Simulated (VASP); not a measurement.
# SiMo6 in VASP: notebook

SiMo6 is run at these levels: PBEsol; tasks: single point.

Program: VASP 6.6.1. These are calculated values, not measurements. Logs are shortened: lines on timing, memory, paths and dates and some standing lists are left out, and cuts for length are marked.

### Step 1. The cell of the first run

The cell holds a slab with vacuum, 7 atoms: a = 4.426 Å, b = 4.426 Å, c = 19.725 Å, α = 90.00°, β = 90.00°, γ = 120.00°.

### Step 2. Single point, PBEsol

Contents of INCAR:

```
SYSTEM = SiMo6
PREC = Accurate
ENCUT = 520
EDIFF = 1E-6
ISMEAR = 0
SIGMA = 0.1
LREAL = .FALSE.
LASPH = .TRUE.
NELM = 100
ALGO = Normal
ISIF = 2
LWAVE = .FALSE.
LCHARG = .TRUE.
LDIPOL = .TRUE.
IDIPOL = 3
DIPOL = 0.5 0.5 0.345
GGA = PS
LELF = .TRUE.
LVHAR = .TRUE.
LVACPOTAV = .TRUE.
NBANDS = 53
```

Contents of KPOINTS:

```
Automatic mesh
0
G
  6 6 1
  0 0 0
```

Contents of POSCAR:

```
SiMo6
1.0
    4.4256825773      0.0000000000      0.0000000000
   -2.2128412886      3.8327535410      0.0000000000
    0.0000000000      0.0000000000     19.7247696212
Mo Si
6 1
Direct
    0.6666666667      0.3333333333      0.2027907082
    0.3333333333      0.6666666667      0.2485904154
    0.0000000000      0.0000000000      0.2943901226
    0.6666666667      0.3333333333      0.3368101106
    0.3333333333      0.6666666667      0.3772266206
    0.0000000000      0.0000000000      0.4169767140
    0.0000000000      0.0000000000      0.5353160158
```

Potentials or basis: VASP PAW PBE potentials, release 64 (Mo_sv, Si).

Command:

```
$ cat potpaw_PBE.64/Mo_sv/POTCAR potpaw_PBE.64/Si/POTCAR > POTCAR
$ mpirun -np 1 vasp_std > vasp.out
```

OUTCAR:

```text
SYSTEM = SiMo6
   PREC = Accurate
   ENCUT = 520
   EDIFF = 1E-6
   ISMEAR = 0
   LREAL = .FALSE.
   LASPH = .TRUE.
   NELM = 100
   ISIF = 2
   GGA = PS

 ion  position               nearest neighbor table
   1  0.667  0.333  0.203-   4 2.64   2 2.71   2 2.71   2 2.71   3 3.13   3 3.13   3 3.13
   2  0.333  0.667  0.249-   5 2.54   3 2.71   1 2.71   1 2.71   3 2.71   3 2.71   1 2.71   4 3.09
                             4 3.09   4 3.09
   3  0.000  0.000  0.294-   6 2.42   4 2.69   4 2.69   4 2.69   2 2.71   2 2.71   2 2.71   5 3.03
                             5 3.03   5 3.03   1 3.13   1 3.13   1 3.13
   4  0.667  0.333  0.337-   1 2.64   5 2.68   5 2.68   5 2.68   3 2.69   3 2.69   3 2.69   6 3.00
                             6 3.00   6 3.00   2 3.09   2 3.09   2 3.09
   5  0.333  0.667  0.377-   2 2.54   6 2.67   6 2.67   6 2.67   4 2.68   4 2.68   4 2.68   3 3.03
                             3 3.03   3 3.03
   6  0.000  0.000  0.417-   7 2.33   3 2.42   5 2.67   5 2.67   5 2.67   4 3.00   4 3.00   4 3.00

   7  0.000  0.000  0.535-   6 2.33

  LATTYP: Found a hexagonal cell.
 ALAT       =     4.4256825773
 C/A-ratio  =     4.4568875595

  Lattice vectors:

 A1 = (   4.4256825773,   0.0000000000,   0.0000000000)
 A2 = (  -2.2128412886,   3.8327535410,   0.0000000000)
 A3 = (   0.0000000000,   0.0000000000,  19.7247696212)

Analysis of symmetry for initial positions (statically):
=====================================================================
 Subroutine PRICEL returns:
 Original cell was already a primitive cell.

 Routine SETGRP: Setting up the symmetry group for a
 hexagonal supercell.

 Subroutine GETGRP returns: Found  6 space group operations
 (whereof  6 operations were pure point group operations)
 out of a pool of 24 trial point group operations.

The static configuration has the point symmetry C_3v.

Analysis of symmetry for dynamics (positions and initial velocities):
=====================================================================
 Subroutine PRICEL returns:
 Original cell was already a primitive cell.

 Routine SETGRP: Setting up the symmetry group for a
 hexagonal supercell.

 Subroutine GETGRP returns: Found  6 space group operations
 (whereof  6 operations were pure point group operations)
 out of a pool of 24 trial point group operations.

The dynamic configuration has the point symmetry C_3v.

 Subroutine INISYM returns: Found  6 space group operations
 (whereof  6 operations are pure point group operations),
[... 96 lines left out ...]
   POTIM  = 0.5000    time-step for ionic-motion
   TEBEG  =    0.0;   TEEND  =   0.0 temperature during run
   PSTRESS=    0.0 pullay stress
   NELECT =      88.0000    total number of electrons
   NUPDOWN=      -1.0000    fix difference up-down
   EMIN   =  10.00;   EMAX   =-10.00  energy-range for DOS
   EFERMI =   0.00;   METHOD = LEGACY
   ISMEAR =     0;   SIGMA  =   0.10  broadening in eV -4-tet -1-fermi 0-gaus
   EFERMI_NEDOS =   21; number of points for ismear=-14 and -15
   IALGO  =     38    algorithm
   IMIX   =      4    mixing-type and parameters
     AMIX     =   0.40;   BMIX     =  1.00
     AMIX_MAG =   1.60;   BMIX_MAG =  1.00
  volume/ion in A,a.u.               =      47.80       322.55
  Fermi-wavevector in a.u.,A,eV,Ry     =   1.048901  1.982136 14.969052  1.100194
  Thomas-Fermi vector in A             =   2.183842
   LORBIT       =      0    0 simple, 1 ext, 2 COOP (PROOUT), +10 PAW based schemes
   GGA     = PS    functional components
   LHFCALC =     F    Hartree Fock is set to
   AEXX    =    0.0000 exact exchange contribution
   IVDW    =     0    specifies the selected vdW correction
   LEPSILON=     F    determine dielectric tensor
   LRPA    =     F    only Hartree local field effects (RPA)
 non-spin polarized calculation
 Gauss-broadening in eV      SIGMA  =   0.10
  energy-cutoff  :      520.00
  volume of cell :      334.58
 maximum number of plane-waves:      9055
 NGX is ok and might be reduce to    36
   NGX = 17   NGY = 17   NGZ = 73

 dipolmoment           0.000000      0.000000     -0.748707 electrons x Angstroem

 number of electron      88.0000012 magnetization

 dipolmoment           0.000000      0.000000      0.072284 electrons x Angstroem

 Free energy of the ion-electron system (eV)
  ---------------------------------------------------
  ext. energy  EPLUGINS =         0.00000000
  ---------------------------------------------------
  free energy    TOTEN  =       -66.98186107 eV

  energy without entropy =      -66.93559263  energy(sigma->0) =      -66.95872685

 E-fermi :   1.0889     XC(G=0):  -5.6608

 val. band max:        1.0888576526   @ k =   0.3333   0.3333   0.0000
 cond. band min:       1.1203671305   @ k =   0.1667   0.1667   0.0000
 fundamental gap:      0.0315094779
 Fermi energy:         1.0888852604

 k-point     1 :       0.0000    0.0000    0.0000
  band No.  band energies     occupation
      1     -59.9966      2.00000
      2     -59.7424      2.00000
      3     -59.6680      2.00000
      4     -59.6205      2.00000
      5     -59.4860      2.00000
      6     -59.1729      2.00000
[... 381 lines left out ...]
     52       2.3727      0.00000
     53       2.8049      0.00000

------------------------ aborting loop because EDIFF is reached ----------------------------------------

  FORCE on cell =-STRESS in cart. coord.  units (eV):
  Direction    XX          YY          ZZ          XY          YZ          ZX
  --------------------------------------------------------------------------------------
  -------------------------------------------------------------------------------------
  Total       -6.3032915     -6.3032915     -1.0448070     -0.0000000     -0.0000000     -0.0000000
  in kB      -30.1838672    -30.1838672     -5.0031503     -0.0000000     -0.0000000     -0.0000000
  external PRESSURE =     -21.7902949 kB  Pullay stress =       0.0000000 kB

 VOLUME and BASIS-vectors are now :
 -----------------------------------------------------------------------------
  energy-cutoff  :      520.00
  volume of cell :      334.58
      direct lattice vectors                 reciprocal lattice vectors
     4.425682577  0.000000000  0.000000000     0.225953846  0.130454514  0.000000000
    -2.212841289  3.832753541  0.000000000     0.000000000  0.260909028  0.000000000
     0.000000000  0.000000000 19.724769621     0.000000000  0.000000000  0.050697677

 POSITION                                       TOTAL-FORCE (eV/Angst)
 -----------------------------------------------------------------------------------
      2.21284      1.27758      4.00000         0.000000     -0.000000      2.021265
     -0.00000      2.55517      4.90339         0.000000     -0.000000     -0.473207
      0.00000      0.00000      5.80678        -0.000000      0.000000     -2.398667
      2.21284      1.27758      6.64350         0.000000     -0.000000     -0.722042
     -0.00000      2.55517      7.44071        -0.000000      0.000000      1.275421
      0.00000      0.00000      8.22477        -0.000000      0.000000      0.288953
      0.00000      0.00000     10.55899        -0.000000      0.000000      0.008278
 -----------------------------------------------------------------------------------
    total drift:                               -0.000000     -0.000000      0.000015

  FREE ENERGIE OF THE ION-ELECTRON SYSTEM (eV)
  ---------------------------------------------------
  free  energy   TOTEN  =       -66.9818610741 eV

  energy  without entropy=      -66.9355926276  energy(sigma->0) =      -66.95872685

 vacuum level on the upper side and lower side of the slab         5.642         4.871
```

It took 4.4 min on 1 thread of Intel Xeon 6975P-C (Granite Rapids), shared host; peak memory 0.48 GiB.

Results:

| Quantity | Value |
| --- | --- |
| Free energy | -66.9819 eV |
| Largest force | 2.399 eV/Å |
| Band gap on the k mesh | zero (bands 44 and 45 overlap by 0.03 eV) |

Forces on the atoms (eV/Å):
```
Mo   0.000  0.000  2.021
Mo   0.000  0.000 -0.473
Mo   0.000  0.000 -2.399
Mo   0.000  0.000 -0.722
Mo   0.000  0.000  1.275
Mo   0.000  0.000  0.289
Si   0.000  0.000  0.008
```

Caveat: the PAW data sets were made with another functional, which shifts forces and pressure a little.

### Step 3. Single point, PBEsol

Contents of INCAR:

```
  PREC = Accurate
  ENCUT = 520
  EDIFF = 1E-6
  ISMEAR = 0
  SIGMA = 0.1
  LREAL = False
  LASPH = True
  NELM = 80
  ALGO = Normal
  ISIF = 2
  LWAVE = False
  LCHARG = False
  LDIPOL = True
  IDIPOL = 3
  DIPOL = 0.5 0.5 0.339
  GGA = PS
  NBANDS = 53
```

Contents of KPOINTS:

```
Automatic mesh
0
Gamma
  6 6 1
```

Changes to POSCAR since step 2:

```diff
@@ -14,2 +14,2 @@
     0.0000000000      0.0000000000      0.4169767140
-    0.0000000000      0.0000000000      0.5353160158
+    0.3333333333      0.6666666667      0.4959366854
```

Potentials or basis: VASP PAW PBE potentials, release 64 (Mo_sv, Si).

Command:

```
$ cat potpaw_PBE.64/Mo_sv/POTCAR potpaw_PBE.64/Si/POTCAR > POTCAR
$ mpirun -np 1 vasp_std > vasp.out
```

OUTCAR:

```text
PREC = Accurate
   ENCUT = 520
   EDIFF = 1E-6
   ISMEAR = 0
   LREAL = False
   LASPH = True
   NELM = 80
   ISIF = 2
   GGA = PS

 ion  position               nearest neighbor table
   1  0.667  0.333  0.203-   4 2.64   2 2.71   2 2.71   2 2.71   3 3.13   3 3.13   3 3.13
   2  0.333  0.667  0.249-   5 2.54   3 2.71   1 2.71   1 2.71   3 2.71   3 2.71   1 2.71   4 3.09
                             4 3.09   4 3.09
   3  0.000  0.000  0.294-   6 2.42   4 2.69   4 2.69   4 2.69   2 2.71   2 2.71   2 2.71   5 3.03
                             5 3.03   5 3.03   1 3.13   1 3.13   1 3.13
   4  0.667  0.333  0.337-   1 2.64   5 2.68   5 2.68   5 2.68   3 2.69   3 2.69   3 2.69   6 3.00
                             6 3.00   6 3.00   2 3.09   2 3.09   2 3.09
   5  0.333  0.667  0.377-   7 2.34   2 2.54   6 2.67   6 2.67   6 2.67   4 2.68   4 2.68   4 2.68
                             3 3.03   3 3.03   3 3.03
   6  0.000  0.000  0.417-   3 2.42   5 2.67   5 2.67   5 2.67   7 2.99   7 2.99   7 2.99   4 3.00
                             4 3.00   4 3.00
   7  0.333  0.667  0.496-   5 2.34   6 2.99   6 2.99   6 2.99

  LATTYP: Found a hexagonal cell.
 ALAT       =     4.4256825773
 C/A-ratio  =     4.4568875595

  Lattice vectors:

 A1 = (   4.4256825773,   0.0000000000,   0.0000000000)
 A2 = (  -2.2128412886,   3.8327535410,   0.0000000000)
 A3 = (   0.0000000000,   0.0000000000,  19.7247696212)

Analysis of symmetry for initial positions (statically):
=====================================================================
 Subroutine PRICEL returns:
 Original cell was already a primitive cell.

 Routine SETGRP: Setting up the symmetry group for a
 hexagonal supercell.

 Subroutine GETGRP returns: Found  6 space group operations
 (whereof  6 operations were pure point group operations)
 out of a pool of 24 trial point group operations.

The static configuration has the point symmetry C_3v.

Analysis of symmetry for dynamics (positions and initial velocities):
=====================================================================
 Subroutine PRICEL returns:
 Original cell was already a primitive cell.
[... 133 lines left out ...]
  energy-cutoff  :      520.00
  volume of cell :      334.58
 maximum number of plane-waves:      9055
 NGX is ok and might be reduce to    36
   NGX = 17   NGY = 17   NGZ = 73

 dipolmoment           0.000000      0.000000     -0.062700 electrons x Angstroem

 number of electron      88.0000013 magnetization

 dipolmoment           0.000000      0.000000      0.122856 electrons x Angstroem

 Free energy of the ion-electron system (eV)
  ---------------------------------------------------
  ext. energy  EPLUGINS =         0.00000000
  ---------------------------------------------------
  free energy    TOTEN  =       -68.83552823 eV

  energy without entropy =      -68.77860908  energy(sigma->0) =      -68.80706866

 E-fermi :   0.8582     XC(G=0):  -5.4758

 val. band max:        0.8567606834   @ k =   0.3333   0.3333   0.0000
 cond. band min:       0.9208288454   @ k =   0.5000   0.0000   0.0000
 fundamental gap:      0.0640681620
 Fermi energy:         0.8582289069

 k-point     1 :       0.0000    0.0000    0.0000
  band No.  band energies     occupation
      1     -60.1061      2.00000
      2     -59.8446      2.00000
      3     -59.8210      2.00000
      4     -59.7459      2.00000
      5     -59.6619      2.00000
      6     -59.5205      2.00000
[... 381 lines left out ...]
     52       2.4347      0.00000
     53       3.0803      0.00000

------------------------ aborting loop because EDIFF is reached ----------------------------------------

 vacuum level on the upper side and lower side of the slab       (xc-potential included)         0.539        -0.736

  FORCE on cell =-STRESS in cart. coord.  units (eV):
  Direction    XX          YY          ZZ          XY          YZ          ZX
  --------------------------------------------------------------------------------------
  -------------------------------------------------------------------------------------
  Total       -5.6944384     -5.6944384      0.0861140     -0.0000000      0.0000000      0.0000000
  in kB      -27.2683205    -27.2683205      0.4123645     -0.0000000      0.0000000      0.0000000
  external PRESSURE =     -18.0414255 kB  Pullay stress =       0.0000000 kB

 VOLUME and BASIS-vectors are now :
 -----------------------------------------------------------------------------
  energy-cutoff  :      520.00
  volume of cell :      334.58
      direct lattice vectors                 reciprocal lattice vectors
     4.425682577  0.000000000  0.000000000     0.225953846  0.130454514  0.000000000
    -2.212841289  3.832753541  0.000000000     0.000000000  0.260909028  0.000000000
     0.000000000  0.000000000 19.724769621     0.000000000  0.000000000  0.050697677

 POSITION                                       TOTAL-FORCE (eV/Angst)
 -----------------------------------------------------------------------------------
      2.21284      1.27758      4.00000        -0.000000     -0.000000      1.985603
     -0.00000      2.55517      4.90339         0.000000     -0.000000     -0.958617
      0.00000      0.00000      5.80678        -0.000000      0.000000     -1.316904
      2.21284      1.27758      6.64350        -0.000000      0.000000     -1.625073
     -0.00000      2.55517      7.44071        -0.000000     -0.000000      0.628068
      0.00000      0.00000      8.22477         0.000000      0.000000      1.245391
     -0.00000      2.55517      9.78224        -0.000000      0.000000      0.041532
 -----------------------------------------------------------------------------------
    total drift:                               -0.000000     -0.000000     -0.000080

  FREE ENERGIE OF THE ION-ELECTRON SYSTEM (eV)
  ---------------------------------------------------
  free  energy   TOTEN  =       -68.8355282328 eV

  energy  without entropy=      -68.7786090799  energy(sigma->0) =      -68.80706866

 vacuum level on the upper side and lower side of the slab         5.939         4.618
```

OSZICAR:

```text
N       E                     dE             d eps       ncg     rms          rms(c)
DAV:   1     0.886397312540E+03    0.88640E+03   -0.54239E+04   950   0.147E+03
DAV:   2    -0.381096244882E+02   -0.92451E+03   -0.90592E+03   848   0.431E+02
DAV:   3    -0.739497308549E+02   -0.35840E+02   -0.34840E+02   964   0.728E+01
[... 23 lines left out ...]
DAV:  27    -0.688355194170E+02   -0.12470E-04   -0.77628E-07   527   0.298E-03    0.176E-03
DAV:  28    -0.688355246005E+02   -0.51835E-05   -0.32904E-07   511   0.165E-03    0.110E-03
DAV:  29    -0.688355269515E+02   -0.23510E-05   -0.19581E-07   482   0.134E-03    0.674E-04
DAV:  30    -0.688355281042E+02   -0.11527E-05   -0.19408E-07   503   0.138E-03    0.324E-04
DAV:  31    -0.688355282328E+02   -0.12859E-06   -0.38956E-08   476   0.609E-04
   1 F= -.68835528E+02 E0= -.68807069E+02  d E =-.569192E-01
```

It took 3.2 min on 1 thread of Intel Xeon 6975P-C (Granite Rapids), shared host; peak memory 0.5 GiB.

What came out:

- Free energy: -68.8355 eV
- Largest force: 1.986 eV/Å
- Band gap on the k mesh: zero (bands 44 and 45 overlap by 0.01 eV)

Forces on the atoms (eV/Å):
```
Mo   0.000  0.000  1.986
Mo   0.000  0.000 -0.959
Mo   0.000  0.000 -1.317
Mo   0.000  0.000 -1.625
Mo   0.000  0.000  0.628
Mo   0.000  0.000  1.245
Si   0.000  0.000  0.042
```

Levels at points of the mesh, in eV from the Fermi level:
| k point | band 41 | band 42 | band 43 | band 44 | band 45 | band 46 | band 47 | band 48 |
| --- | --- | --- | --- | --- | --- | --- | --- | --- |
| (0.00, 0.00, 0.00) | -1.18 | -1.18 | -0.73 | -0.16 | 0.60 | 0.60 | 1.32 | 1.32 |
| (0.50, 0.00, 0.00) | -0.93 | -0.53 | -0.46 | -0.16 | 0.06 | 0.52 | 0.91 | 1.41 |

Caveat: the PAW data sets were made with another functional, which shifts forces and pressure a little.
